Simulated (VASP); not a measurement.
Runs of VASP 6.6.1 on Sn. The structure is that of space group Fd-3m (No. 227), or close to it. The cells are those of the table. 

```tsv
cell	further INCAR settings	gap on the mesh (eV)	pressure (GPa)
a = 4.672, b = 4.707 Å, angles 59.8, 60.5, 59.8°, 2 atoms	ALGO = Fast; EDIFF = 1e-06; NBANDS = 21	none	0.5
a = 4.814, b = 4.707 Å, angles 60.7, 58.5, 60.7°, 2 atoms	ALGO = Fast; EDIFF = 1e-07; NBANDS = 21	none	-1.5
a = 4.832, b = 4.707 Å, angles 60.9, 58.3, 60.9°, 2 atoms	ALGO = Fast; EDIFF = 1e-06; NBANDS = 21	none	-1.7
a = 4.778, b = 4.707 Å, angles 60.5, 59.0, 60.5°, 2 atoms	ALGO = Fast; EDIFF = 1e-06; NBANDS = 21	none	(b)
a = 4.742, b = 4.707 Å, angles 60.2, 59.5, 60.2°, 2 atoms	ALGO = Fast; EDIFF = 1e-07; NBANDS = 21	none	(a)
```

Alike in all rows: task single point; level PBE; potentials or basis VASP PAW PBE potentials, release 64 (Sn_d); no spin polarisation; k mesh 16 × 16 × 16; cutoff (eV) 520; smearing gaussian 0.15 eV.

Problem. Fill in the values left out.

Solution. (a) -0.6; (b) -1.1.

Caveats: spin-orbit coupling is left out, which moves the levels of the heavy elements.

A k mesh can miss the band edges, and the runs leave out spin-orbit coupling on Sn.

A gap of «none» marks levels without a gap at the run's occupations.
